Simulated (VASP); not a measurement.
# CoPtO2 (R-3m) in VASP: electric field gradients with PBE

Aim: the electric field gradients of CoPtO2 with PBE.

Everything below comes from runs of VASP 6.6.1. Logs are shortened: lines on timing, memory, paths and dates and some standing lists are left out, and cuts for length are marked.

## Step 1: The cell of the first run

Symmetry: R-3m, No. 166, trigonal system. The conventional cell has a = 2.825 Å, b = 2.825 Å, c = 17.818 Å, α = 90.00°, β = 90.00°, γ = 120.00°. Within 2.5 Å of Co (site symmetry -3m) lie 6 O at 1.90 Å. Pt (site symmetry -3m) has 2 O at 2.00 Å within 2.6 Å. Within 2.6 Å of O (site symmetry 3m) lie 3 Co at 1.90 Å and 1 Pt at 2.00 Å and 3 O at 2.53 Å.

## Step 2: Electric field gradients, PBE, collinear spin, ferromagnetic start

Input file INCAR:

```
SYSTEM = CoPtO2
PREC = Accurate ; ENCUT = 520
EDIFF = 1E-8 ; ISMEAR = -1
SIGMA = 0.05 ; LREAL = .FALSE.
LASPH = .TRUE. ; NELM = 150
ALGO = Normal ; ISIF = 2
LWAVE = .FALSE. ; LCHARG = .FALSE.
ISPIN = 2 ; MAGMOM = 3 0 0 0
LORBIT = 11 ; LMAXMIX = 4
GGA = PE ; LEFG = .TRUE.
NBANDS = 28
```

Input file KPOINTS:

```
regular mesh
0
G
  13 13 13
  0 0 0
```

Input file POSCAR:

```
CoPtO2
1.0
    1.4122699173      0.8153744169      5.9393891094
   -1.4122699173      0.8153744169      5.9393891094
    0.0000000000     -1.6307488338      5.9393891094
Co Pt O
1 1 2
Direct
    0.5000000000      0.5000000000      0.5000000000
    0.0000000000      0.0000000000      0.0000000000
    0.8877559700      0.8877559700      0.8877559700
    0.1122440300      0.1122440300      0.1122440300
```

Potentials or basis: VASP PAW PBE potentials, release 64 (Co, Pt, O).

On the command line:

```
> cat potpaw_PBE.64/Co/POTCAR potpaw_PBE.64/Pt/POTCAR potpaw_PBE.64/O/POTCAR > POTCAR
> mpirun -np 1 vasp_std > vasp.out
```

OUTCAR:

```text
SYSTEM = CoPtO2
   PREC = Accurate
   ENCUT = 520
   EDIFF = 1E-8
   ISMEAR = -1
   LREAL = .FALSE.
   LASPH = .TRUE.
   NELM = 150
   ISIF = 2
   ISPIN = 2
   LORBIT = 11
   GGA = PE

 ion  position               nearest neighbor table
   1  0.500  0.500  0.500-   4 1.90   3 1.90   4 1.90   4 1.90   3 1.90   3 1.90
   2  0.000  0.000  0.000-   3 2.00   4 2.00
   3  0.888  0.888  0.888-   1 1.90   1 1.90   1 1.90   2 2.00
   4  0.112  0.112  0.112-   1 1.90   1 1.90   1 1.90   2 2.00

  LATTYP: Found a trigonal (rhomboedric) cell.
 ALAT       =     6.1591951383
 COS(alpha) =     0.8948480128

  Lattice vectors:

 A1 = (   1.4122699173,   0.8153744169,   5.9393891094)
 A2 = (  -1.4122699173,   0.8153744169,   5.9393891094)
 A3 = (   0.0000000000,  -1.6307488338,   5.9393891094)

Analysis of symmetry for initial positions (statically):
=====================================================================
 Subroutine PRICEL returns:
 Original cell was already a primitive cell.

 Routine SETGRP: Setting up the symmetry group for a
 trigonal (rhombohedral) supercell.

 Subroutine GETGRP returns: Found 12 space group operations
 (whereof 12 operations were pure point group operations)
 out of a pool of 12 trial point group operations.

The static configuration has the point symmetry D_3d.

Analysis of symmetry for dynamics (positions and initial velocities):
=====================================================================
 Subroutine PRICEL returns:
 Original cell was already a primitive cell.

 Routine SETGRP: Setting up the symmetry group for a
 trigonal (rhombohedral) supercell.

 Subroutine GETGRP returns: Found 12 space group operations
 (whereof 12 operations were pure point group operations)
 out of a pool of 12 trial point group operations.

The dynamic configuration has the point symmetry D_3d.

Analysis of structural, dynamic, and magnetic symmetry:
=====================================================================
[... 1616 lines left out ...]

 [... further k-points ...]

 [bands above 27 left out]

------------------------ aborting loop because EDIFF is reached ----------------------------------------

  FORCE on cell =-STRESS in cart. coord.  units (eV):
  Direction    XX          YY          ZZ          XY          YZ          ZX
  --------------------------------------------------------------------------------------
  -------------------------------------------------------------------------------------
  Total        1.5441773      1.5441773      1.5589165      0.0000000      0.0000000     -0.0000000
  in kB       60.2892582     60.2892582     60.8647196      0.0000000      0.0000000     -0.0000000
  external PRESSURE =      60.4810786 kB  Pullay stress =       0.0000000 kB

 VOLUME and BASIS-vectors are now :
 -----------------------------------------------------------------------------
  energy-cutoff  :      520.00
  volume of cell :       41.04
      direct lattice vectors                 reciprocal lattice vectors
     1.412269917  0.815374417  5.939389109     0.354039971  0.204405072  0.056122495
    -1.412269917  0.815374417  5.939389109    -0.354039971  0.204405072  0.056122495
     0.000000000 -1.630748834  5.939389109     0.000000000 -0.408810145  0.056122495

 POSITION                                       TOTAL-FORCE (eV/Angst)
 -----------------------------------------------------------------------------------
      0.00000      0.00000      8.90908        -0.000000     -0.000000      0.000000
      0.00000      0.00000      0.00000         0.000000     -0.000000     -0.000000
      0.00000      0.00000     15.81818         0.000000      0.000000      0.082893
      0.00000      0.00000      1.99998         0.000000     -0.000000     -0.082893
 -----------------------------------------------------------------------------------
    total drift:                               -0.000000      0.000000     -0.000000

  FREE ENERGIE OF THE ION-ELECTRON SYSTEM (eV)
  ---------------------------------------------------
  free  energy   TOTEN  =       -26.4356192047 eV

  energy  without entropy=      -26.4293092994  energy(sigma->0) =      -26.43246425

 Electric field gradients (V/A^2)
---------------------------------------------------------------------
 ion       V_xx      V_yy      V_zz      V_xy      V_xz      V_yz
---------------------------------------------------------------------
   1     -14.906   -14.906    29.811     0.000    -0.000    -0.000
   2      24.186    24.186   -48.372     0.000     0.000     0.000
   3     -23.669   -23.669    47.337    -0.000     0.000     0.000
   4     -23.669   -23.669    47.337     0.000     0.000     0.000
---------------------------------------------------------------------

 Electric field gradients after diagonalization (V/A^2)
 (convention: |V_zz| > |V_xx| > |V_yy|)
----------------------------------------------------------------------
 ion       V_xx      V_yy      V_zz     asymmetry (V_yy - V_xx)/ V_zz
----------------------------------------------------------------------
   1     -14.906   -14.906    29.811       0.000
   2      24.186    24.186   -48.372       0.000
   3     -23.669   -23.669    47.337       0.000
   4     -23.669   -23.669    47.337       0.000
----------------------------------------------------------------------

           NMR quadrupolar parameters

 Cq : quadrupolar parameter    Cq=e*Q*V_zz/h
 eta: asymmetry parameters     (V_yy - V_xx)/ V_zz
 Q  : nuclear electric quadrupole moment in mb (millibarn)
----------------------------------------------------------------------
 ion       Cq(MHz)       eta       Q (mb)
----------------------------------------------------------------------
   1       0.072       0.000       1.000
   2      -0.117       0.000       1.000
   3       0.114       0.000       1.000
   4       0.114       0.000       1.000
----------------------------------------------------------------------

 total charge

# of ion       s       p       d       tot
------------------------------------------
    1        0.432   0.669   7.362   8.462
    2        0.653   0.575   8.005   9.233
    3        1.557   3.459   0.000   5.015
    4        1.557   3.459   0.000   5.015
--------------------------------------------------
tot          4.198   8.161  15.367  27.726

 magnetization (x)

# of ion       s       p       d       tot
------------------------------------------
    1       -0.000  -0.000  -0.000  -0.000
    2        0.000  -0.000   0.000   0.000
    3        0.000   0.000   0.000   0.000
    4        0.000   0.000   0.000   0.000
--------------------------------------------------
tot          0.000   0.000  -0.000  -0.000
```

Run time: 43 min. Hardware: 1 thread of Intel Xeon Platinum 8488C (Sapphire Rapids), shared host; peak memory 0.72 GiB.

Results:

- Free energy: -26.4356 eV
- Pressure: 6.0 GPa
- Largest force: 0.083 eV/Å
- Net moment: 0.00 μB per cell
- Largest electric field gradient by atom: Co +29.8; Pt -48.4; O +47.3 V/Å²
- Valence electrons inside the program's atomic spheres: Co 8.46; Pt 9.23; O 5.01

Forces on the atoms (eV/Å):
```
Co   0.000  0.000  0.000
Pt   0.000  0.000  0.000
O    0.000  0.000  0.083
O    0.000  0.000 -0.083
```

Electric field gradients, principal values (V/Å²):
```tsv
atom	least	middle	greatest (by size)
1 Co	-14.906	-14.906	29.811
2 Pt	24.186	24.186	-48.372
3 O	-23.669	-23.669	47.337
4 O	-23.669	-23.669	47.337
```

Caveat: the cell stands under pressure; without QUAD_EFG the Cq values of the log hold for a quadrupole moment of 1 mb, not for the nuclei; spin-orbit coupling is left out, which moves the levels of the heavy elements; semilocal functionals often make such compounds metallic where correlation or magnetic order opens a gap, which also shifts bond lengths. With open d or f shells a metallic result of PBE can be an artefact of self-interaction; +U or a hybrid may open a gap.
